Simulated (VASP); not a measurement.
# NiO (R3m) in VASP: single point with PBE

Aim: the single point of NiO with PBE.

Everything below comes from runs of VASP 6.6.1. Logs are shortened: lines on timing, memory, paths and dates and some standing lists are left out, and cuts for length are marked.

## Step 1: The cell of the first run

The structure is trigonal, space group R3m (No. 160). The conventional cell has a = 2.949 Å, b = 2.949 Å, c = 7.223 Å, α = 90.00°, β = 90.00°, γ = 120.00°. Ni (site symmetry 3m) has 6 O at 2.04 to 2.13 Å within 2.7 Å. O (site symmetry 3m) has 6 Ni at 2.04 to 2.13 Å within 2.7 Å.

## Step 2: Single point, PBE, collinear spin, antiferromagnetic start

Contents of INCAR:

```
PREC = Accurate ; ENCUT = 520
EDIFF = 1E-7 ; ISMEAR = -1
SIGMA = 0.1 ; LREAL = False
LASPH = True ; NELM = 150
ALGO = Normal ; ISIF = 2
LWAVE = False ; LCHARG = True
ISPIN = 2 ; MAGMOM = 2 -2 0 0
LORBIT = 11 ; LMAXMIX = 4
GGA = PE ; LELF = True
LVHAR = True ; NBANDS = 28
```

Contents of KPOINTS:

```
regular mesh
0
Gamma
  2 2 2
```

Contents of POSCAR:

```
NiO
1.0
    4.1700000000      2.0850000000      2.0850000000
    2.0850000000      4.1700000000      2.0850000000
    2.0850000000      2.0850000000      4.1700000000
Ni O
2 2
Direct
    0.0000000000      0.0000000000      0.0000000000
    0.5000000000      0.5000000000      0.5000000000
    0.2550000000      0.2550000000      0.2550000000
    0.7550000000      0.7550000000      0.7550000000
```

Potentials or basis: VASP PAW PBE potentials, release 64 (Ni, O).

Run with:

```bash
$ cat potpaw_PBE.64/Ni/POTCAR potpaw_PBE.64/O/POTCAR > POTCAR
$ mpirun -np 1 vasp_std > vasp.out
```

OUTCAR:

```text
PREC = Accurate
   ENCUT = 520
   EDIFF = 1E-7
   ISMEAR = -1
   LREAL = False
   LASPH = True
   NELM = 150
   ISIF = 2
   ISPIN = 2
   LORBIT = 11
   GGA = PE

 ion  position               nearest neighbor table
   1  0.000  0.000  0.000-   3 2.04   3 2.04   3 2.04   4 2.13   4 2.13   4 2.13   2 2.95   2 2.95
                             2 2.95   2 2.95   2 2.95   2 2.95
   2  0.500  0.500  0.500-   4 2.04   4 2.04   4 2.04   3 2.13   3 2.13   3 2.13   1 2.95   1 2.95
                             1 2.95   1 2.95   1 2.95   1 2.95
   3  0.255  0.255  0.255-   1 2.04   1 2.04   1 2.04   2 2.13   2 2.13   2 2.13
   4  0.755  0.755  0.755-   2 2.04   2 2.04   2 2.04   1 2.13   1 2.13   1 2.13

  LATTYP: Found a trigonal (rhomboedric) cell.
 ALAT       =     5.1071861137
 COS(alpha) =     0.8333333333

  Lattice vectors:

 A1 = (   4.1700000000,   2.0850000000,   2.0850000000)
 A2 = (   2.0850000000,   4.1700000000,   2.0850000000)
 A3 = (   2.0850000000,   2.0850000000,   4.1700000000)

Analysis of symmetry for initial positions (statically):
=====================================================================
 Subroutine PRICEL returns following result:

  LATTYP: Found a face centered cubic cell.
 ALAT       =     4.1700000000
[... 12 lines left out ...]
 Subroutine GETGRP returns: Found  6 space group operations
 (whereof  6 operations were pure point group operations)
 out of a pool of 12 trial point group operations.

The static configuration has the point symmetry C_3v.

Analysis of symmetry for dynamics (positions and initial velocities):
=====================================================================
 Subroutine PRICEL returns following result:

  LATTYP: Found a face centered cubic cell.
 ALAT       =     4.1700000000
[... 12 lines left out ...]
 Subroutine GETGRP returns: Found  6 space group operations
 (whereof  6 operations were pure point group operations)
 out of a pool of 12 trial point group operations.

The dynamic configuration has the point symmetry C_3v.

Analysis of structural, dynamic, and magnetic symmetry:
=====================================================================
 Subroutine PRICEL returns following result:

  LATTYP: Found a face centered cubic cell.
 ALAT       =     4.1700000000
[... 12 lines left out ...]
 Subroutine GETGRP returns: Found  6 space group operations
 (whereof  6 operations were pure point group operations)
 out of a pool of 12 trial point group operations.

The overall configuration has the point symmetry C_3v.

 Subroutine INISYM returns: Found  6 space group operations
 (whereof  6 operations are pure point group operations),
 and found     2 'primitive' translations

----------------------------------------------------------------------------------------

                                     Primitive cell

  volume of cell :      18.1279

  direct lattice vectors                    reciprocal lattice vectors
     0.000000000 -2.085000000  2.085000000     0.239808153 -0.239808153  0.239808153
    -2.085000000  0.000000000  2.085000000    -0.239808153  0.239808153  0.239808153
    -2.085000000 -2.085000000  0.000000000    -0.239808153 -0.239808153 -0.239808153

  length of vectors
     2.948635278  2.948635278  2.948635278     0.415359906  0.415359906  0.415359906

  position of ions in fractional coordinates (direct lattice)
     0.000000000  0.000000000  0.000000000
     0.510000000  0.510000000  0.470000000

  ion indices of the primitive-cell ions
   primitive index   ion index
                 1           1
                 2           4

----------------------------------------------------------------------------------------

 KPOINTS: regular mesh

Automatic generation of k-mesh.
 Grid dimensions read from file:
 generate k-points for:    2    2    2

 Generating k-lattice:

  Cartesian coordinates                     Fractional coordinates (reciprocal lattice)
     0.179856115 -0.059952038 -0.059952038     0.500000000  0.000000000  0.000000000
    -0.059952038  0.179856115 -0.059952038     0.000000000  0.500000000  0.000000000
    -0.059952038 -0.059952038  0.179856115     0.000000000  0.000000000  0.500000000

  Length of vectors
     0.198838417  0.198838417  0.198838417

  Shift w.r.t. Gamma in fractional coordinates (k-lattice)
     0.000000000  0.000000000  0.000000000

 Subroutine IBZKPT returns following result:
 ===========================================

 Found      4 irreducible k-points:

 Following reciprocal coordinates:
            Coordinates               Weight
  0.000000  0.000000  0.000000      1.000000
  0.500000  0.000000  0.000000      3.000000
  0.500000  0.500000  0.000000      3.000000
  0.500000  0.500000  0.500000      1.000000
   k-points           NKPTS =      4   k-points in BZ     NKDIM =      4   number of bands    NBANDS=     28
   number of dos      NEDOS =    301   number of ions     NIONS =      4
   total plane-waves  NPLWV =  64000
   dimension x,y,z NGX =    40 NGY =   40 NGZ =   40
   dimension x,y,z NGXF=    80 NGYF=   80 NGZF=   80
   ions per type =               2   2
   NGX,Y,Z   is equivalent  to a cutoff of  13.02, 13.02, 13.02 a.u.
   NGXF,Y,Z  is equivalent  to a cutoff of  26.04, 26.04, 26.04 a.u.
 SYSTEM =  unknown system
   PREC   = accura    normal or accurate (medium, high low for compatibility)
   ISTART =      0    job   : 0-new  1-cont  2-samecut
   ICHARG =      2    charge: 1-file 2-atom 10-const
   ISPIN  =      2    spin polarized calculation?
   LNONCOLLINEAR =      F non collinear calculations
   LSORBIT =      F    spin-orbit coupling
   LASPH  =      T    aspherical Exc in radial PAW
   ENCUT  =  520.0 eV  38.22 Ry    6.18 a.u.   9.50  9.50  9.50*2*pi/ulx,y,z
   NELM   =    150;   NELMIN=  2; NELMDL= -5     # of ELM steps
   EDIFF  = 0.1E-06   stopping-criterion for ELM
   LREAL  =      F    real-space projection
   EDIFFG = 0.1E-05   stopping-criterion for IOM
   NSW    =      0    number of steps for IOM
   IBRION =     -1    ionic relax: 0-MD 1-quasi-New 2-CG
   NFREE  =      0    steps in history (QN), initial steepest desc. (CG)
   ISIF   =      2    stress and relaxation
   ISYM   =      2    0-nonsym 1-usesym 2-fastsym
   POTIM  = 0.5000    time-step for ionic-motion
   TEBEG  =    0.0;   TEEND  =   0.0 temperature during run
   PSTRESS=    0.0 pullay stress
   NELECT =      32.0000    total number of electrons
   NUPDOWN=      -1.0000    fix difference up-down
   EMIN   =  10.00;   EMAX   =-10.00  energy-range for DOS
   EFERMI =   0.00;   METHOD = LEGACY
   ISMEAR =    -1;   SIGMA  =   0.10  broadening in eV -4-tet -1-fermi 0-gaus
   EFERMI_NEDOS =   21; number of points for ismear=-14 and -15
   IALGO  =     38    algorithm
   IMIX   =      4    mixing-type and parameters
     AMIX     =   0.40;   BMIX     =  1.00
     AMIX_MAG =   1.60;   BMIX_MAG =  1.00
  volume/ion in A,a.u.               =       9.06        61.17
  Fermi-wavevector in a.u.,A,eV,Ry     =   1.570358  2.967547 33.552312  2.466025
  Thomas-Fermi vector in A             =   2.672104
   LORBIT       =     11    0 simple, 1 ext, 2 COOP (PROOUT), +10 PAW based schemes
   GGA     = PE    functional components
   LHFCALC =     F    Hartree Fock is set to
   AEXX    =    0.0000 exact exchange contribution
   IVDW    =     0    specifies the selected vdW correction
   LEPSILON=     F    determine dielectric tensor
   LRPA    =     F    only Hartree local field effects (RPA)
 spin polarized calculation
  energy-cutoff  :      520.00
  volume of cell :       36.26
 maximum number of plane-waves:      1007
 NGX is ok and might be reduce to    40
   NGX = 19   NGY = 19   NGZ = 19

 number of electron      32.0000013 magnetization      -0.0000000

 number of electron      32.0000013 magnetization       0.0000000

 Free energy of the ion-electron system (eV)
  ---------------------------------------------------
  ext. energy  EPLUGINS =         0.00000000
  ---------------------------------------------------
  free energy    TOTEN  =       -23.13990717 eV

  energy without entropy =      -23.13831582  energy(sigma->0) =      -23.13911150

 E-fermi :   8.2962     XC(G=0): -12.6747

 val. band max:        7.5376447724   @ k =   0.5000   0.5000   0.5000
 cond. band min:       9.0603566565   @ k =   0.5000   0.0000   0.0000
 fundamental gap:      1.5227118841
 Fermi energy:         8.2961762706

 spin component 1

 k-point     1 :       0.0000    0.0000    0.0000
  band No.  band energies     occupation
      1     -12.2814      1.00000
      2     -10.8764      1.00000
      3      -0.1127      1.00000
      4       2.5391      1.00000
      5       2.5391      1.00000
      6       5.0011      1.00000
[... 113 lines left out ...]
     27      28.5654      0.00000
     28      28.6222      0.00000
 Fermi energy:         8.2961762706

 spin component 2

 k-point     1 :       0.0000    0.0000    0.0000
  band No.  band energies     occupation
      1     -12.2814      1.00000
      2     -10.8764      1.00000
      3      -0.1127      1.00000
      4       2.5391      1.00000
      5       2.5391      1.00000
      6       5.0011      1.00000
[... 113 lines left out ...]
     27      28.5654      0.00000
     28      28.6222      0.00000

------------------------ aborting loop because EDIFF is reached ----------------------------------------

  FORCE on cell =-STRESS in cart. coord.  units (eV):
  Direction    XX          YY          ZZ          XY          YZ          ZX
  --------------------------------------------------------------------------------------
  -------------------------------------------------------------------------------------
  Total        0.6798210      0.6798210      0.6798210     -1.2591445     -1.2591445     -1.2591445
  in kB       30.0418715     30.0418715     30.0418715    -55.6426726    -55.6426726    -55.6426726
  external PRESSURE =      30.0418715 kB  Pullay stress =       0.0000000 kB

 VOLUME and BASIS-vectors are now :
 -----------------------------------------------------------------------------
  energy-cutoff  :      520.00
  volume of cell :       36.26
      direct lattice vectors                 reciprocal lattice vectors
     4.170000000  2.085000000  2.085000000     0.359712230 -0.119904077 -0.119904077
     2.085000000  4.170000000  2.085000000    -0.119904077  0.359712230 -0.119904077
     2.085000000  2.085000000  4.170000000    -0.119904077 -0.119904077  0.359712230

 POSITION                                       TOTAL-FORCE (eV/Angst)
 -----------------------------------------------------------------------------------
      0.00000      0.00000      0.00000         0.303131      0.303131      0.303131
      4.17000      4.17000      4.17000         0.303131      0.303131      0.303131
      2.12670      2.12670      2.12670        -0.303131     -0.303131     -0.303131
      6.29670      6.29670      6.29670        -0.303131     -0.303131     -0.303131
 -----------------------------------------------------------------------------------
    total drift:                                0.000090      0.000090      0.000090

  FREE ENERGIE OF THE ION-ELECTRON SYSTEM (eV)
  ---------------------------------------------------
  free  energy   TOTEN  =       -23.1399071726 eV

  energy  without entropy=      -23.1383158200  energy(sigma->0) =      -23.13911150

 total charge

# of ion       s       p       d       tot
------------------------------------------
    1        0.304   0.403   8.323   9.030
    2        0.304   0.403   8.323   9.030
    3        1.551   3.430   0.000   4.981
    4        1.551   3.430   0.000   4.981
--------------------------------------------------
tot          3.709   7.666  16.647  28.022

 magnetization (x)

# of ion       s       p       d       tot
------------------------------------------
    1        0.002  -0.015   1.289   1.277
    2       -0.002   0.015  -1.289  -1.277
    3        0.001   0.033   0.000   0.034
    4       -0.001  -0.033   0.000  -0.034
--------------------------------------------------
tot          0.000   0.000   0.000   0.000
```

It took 19 s on 1 thread of Intel Xeon 6975P-C (Granite Rapids), shared host; peak memory 0.27 GiB.

What came out:

* Free energy: -23.1399 eV
* Pressure: 3.0 GPa
* Largest force: 0.525 eV/Å
* Band gap on the k mesh: 1.52 eV
* Net moment: 0.00 μB per cell
* Site moments: Ni +1.28, -1.28; O +0.03, -0.03 μB
* Valence electrons inside the program's atomic spheres: Ni 9.03; O 4.98

Forces in eV/Å, atoms in the order of the input:
```
Ni   0.303  0.303  0.303
Ni   0.303  0.303  0.303
O   -0.303 -0.303 -0.303
O   -0.303 -0.303 -0.303
```

Caveat: the k points lie up to 1.25 Å⁻¹ apart.
